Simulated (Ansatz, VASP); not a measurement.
Al: VASP beside Ansatz

POSCAR

```
Al
1.0
    4.5764046746      0.0000000000      0.0000000000
   -2.2882023373      3.9632827062      0.0000000000
    0.0000000000      0.0000000000      2.8382052075
Al
3
Direct
    1.0000000000      1.0000000000      0.0000000000
    0.3333333333      0.6666666667      0.5000000000
    0.6666666667      0.3333333333      0.5000000000
```

INCAR.step1

```
SYSTEM = Al
ALGO     = Normal         ! electronic algorithm
EDIFF    = 1E-4           ! SCF threshold, eV
ENCUT    = 520            ! plane-wave cutoff, eV
GGA      = PE             ! functional
ISMEAR   = -1             ! smearing method
LASPH    = .TRUE.         ! aspherical terms in the spheres
LCHARG   = .FALSE.        ! write CHGCAR
LREAL    = .FALSE.        ! projectors in reciprocal space
LWAVE    = .TRUE.         ! write WAVECAR
NBANDS   = 12             ! bands
NELM     = 60             ! most SCF steps
PREC     = Accurate       ! precision mode
SIGMA    = 0.1            ! smearing width, eV
```

INCAR.step2

```
SYSTEM = Al
ALGO     = Normal         ! electronic algorithm
EDIFF    = 1E-6           ! SCF threshold, eV
ENCUT    = 520            ! plane-wave cutoff, eV
ISIF     = 2              ! what is computed and relaxed
ISMEAR   = -1             ! smearing method
ISTART   = 1            
LASPH    = .TRUE.         ! aspherical terms in the spheres
LCHARG   = .FALSE.        ! write CHGCAR
LMIXTAU  = .TRUE.       
LREAL    = .FALSE.        ! projectors in reciprocal space
LWAVE    = .FALSE.        ! write WAVECAR
METAGGA  = R2SCAN         ! meta-GGA
NBANDS   = 12             ! bands
NELM     = 60             ! most SCF steps
PREC     = Accurate       ! precision mode
SIGMA    = 0.1            ! smearing width, eV
```

Contents of KPOINTS:

```
k-points
0
G
  9 9 13
  0 0 0
```

Input for Ansatz:

```yaml
crystal:
  lattice:
    - [4.5764046746, 0.0, 0.0]
    - [-2.2882023373, 3.9632827062, 0.0]
    - [0.0, 0.0, 2.8382052075]
  atoms:
    - { symbol: Al, position: [1.0, 1.0, 0.0] }
    - { symbol: Al, position: [0.3333333333, 0.6666666667, 0.5] }
    - { symbol: Al, position: [0.6666666667, 0.3333333333, 0.5] }
hamiltonian:
  xc: r2scan
  pseudopotentials:
    kind: paw
    azcp:
      Al: "pseudopotentials/Al.paw.azcp"
basis:
  ecutwfc: 500
  fft_grid_basis: typed
kpoints:
  mp_grid: { grid: [9, 9, 13], shift: [0, 0, 0] }
magnetization:
  spin_polarized: false
scf:
  occupations: { method: fermi_dirac, width: 0.1 }
  lower_state_search: "off"
output:
  stress: true
  write_density: true
  write_potential: true
  elf: true
  volumetric_format: npy
```

Alike in both runs: task single point; functional r2SCAN; k mesh 9 × 9 × 13; occupations fermi-dirac, width 0.1 eV; no spin polarisation.

```csv
,VASP,Ansatz
version,VASP 6.6.1,Ansatz 0.2.0
potentials or method,"VASP PAW PBE potentials, release 64 (Al), cutoff 520 eV","plane waves (500 eV) with PAW, scalar-relativistic"
valence electrons in the cell,9,9
```

|  | VASP | Ansatz | Ansatz less VASP |
| --- | --- | --- | --- |
| pressure (GPa) | -3.3 | -3.0 | +0.27 |
| traceless stress, the component that is largest in VASP (GPa) | -1.76 | -1.77 | -0.012 |

VASP's potentials were made for PBE, not for r2SCAN.
